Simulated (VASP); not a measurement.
Ta2N:

```
Ta N
1.0
     2.91385    0.06778    0.06661
    -1.39822    2.70052   -0.00596
     0.10485    0.04970    5.01399
Ta N
2 1
Cartesian
  1.5737 0.9804 3.7872
  0.0673 1.8326 1.2861
  -0.0205 0.0050 0.0014
```

Base run:

* Program: VASP 6.6.1
* Functional: PBEsol
* Potentials or basis: VASP PAW PBE potentials, release 64 (Ta_pv, N)
* Cutoff: 520 eV
* k mesh: 12 × 12 × 8
* Occupations: fermi-dirac, width 0.15 eV
* Spin: no spin polarisation

Its results: band gap on the k mesh zero (an odd number of electrons rules out a gap without spin polarisation); pressure 0.7 GPa; largest force 0.782 eV/Å.

The run is repeated on the same cell with these changes: functional from PBEsol to PBE; occupations from fermi-dirac, width 0.15 eV to gaussian, width 0.15 eV. What comes out?

Band gap on the k mesh zero (an odd number of electrons rules out a gap without spin polarisation); pressure 8.6 GPa; largest force 1.055 eV/Å.

Caveats: spin-orbit coupling is left out, which moves the levels of the heavy elements; the PAW data sets were made with another functional, which shifts forces and pressure a little (at least some runs); the cell stands under pressure (at least some runs); forces of over 1 eV/Å act on the atoms, so gaps and moduli don't describe the material at rest (at least some runs).
